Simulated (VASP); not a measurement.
A run of VASP 6.6.1 is set up as follows.

The input INCAR:

```
PREC     = Accurate       # precision mode
ENCUT    = 520            # plane-wave cutoff, eV
EDIFF    = 1E-6           # SCF threshold, eV
ISMEAR   = -1             # smearing method
SIGMA    = 0.05           # smearing width, eV
LREAL    = F              # projectors in reciprocal space
LASPH    = T              # aspherical terms in the spheres
NELM     = 150            # most SCF steps
ALGO     = Normal         # electronic algorithm
ISIF     = 2              # what is computed and relaxed
LWAVE    = F              # write WAVECAR
LCHARG   = F              # write CHGCAR
LMAXMIX  = 4              # l up to which the mixer works
LDAU     = T              # DFT+U
LDAUTYPE = 2            
LDAUL    = 2 -1           # shell
LDAUU    = 6 0            # U, eV
LDAUJ    = 0 0          
LDAUPRINT= 1            
GGA      = PS             # functional
NBANDS   = 60             # bands
```

KPOINTS

```
Automatic mesh
0
Gamma
  9 9 3
```

POSCAR

```
TiO2
1.0
    1.4740970000     -4.7965300000      0.0000000000
    1.4740970000      4.7965300000      0.0000000000
    0.0000000000      0.0000000000     10.2352230000
Ti O
4 8
Direct
    0.8669130000      0.1330870000      0.5831420000
    0.1330870000      0.8669130000      0.4168580000
    0.8669130000      0.1330870000      0.9168580000
    0.1330870000      0.8669130000      0.0831420000
    0.5000000000      0.5000000000      0.5000000000
    0.5000000000      0.5000000000      0.0000000000
    0.9342350000      0.0657650000      0.7500000000
    0.0657650000      0.9342350000      0.2500000000
    0.7544000000      0.2456000000      0.1028660000
    0.2456000000      0.7544000000      0.8971340000
    0.2456000000      0.7544000000      0.6028660000
    0.7544000000      0.2456000000      0.3971340000
```

Potentials or basis: VASP PAW PBE potentials, release 64 (Ti_sv, O).

Command:

```bash
$ cat potpaw_PBE.64/Ti_sv/POTCAR potpaw_PBE.64/O/POTCAR > POTCAR
$ mpirun -np 1 vasp_std > vasp.out
```

Estimate the band gap on the k mesh.

3.03 eV (least direct gap 3.13 eV).

Predict the largest force.

0.778 eV/Å.

Stress tensor (GPa, compression positive):
```
6.64 0.00 0.00
0.00 3.26 0.00
0.00 0.00 2.27
```

Caveat: the cell stands under pressure; the PAW data sets were made with another functional, which shifts forces and pressure a little. A k mesh can miss the band edges.
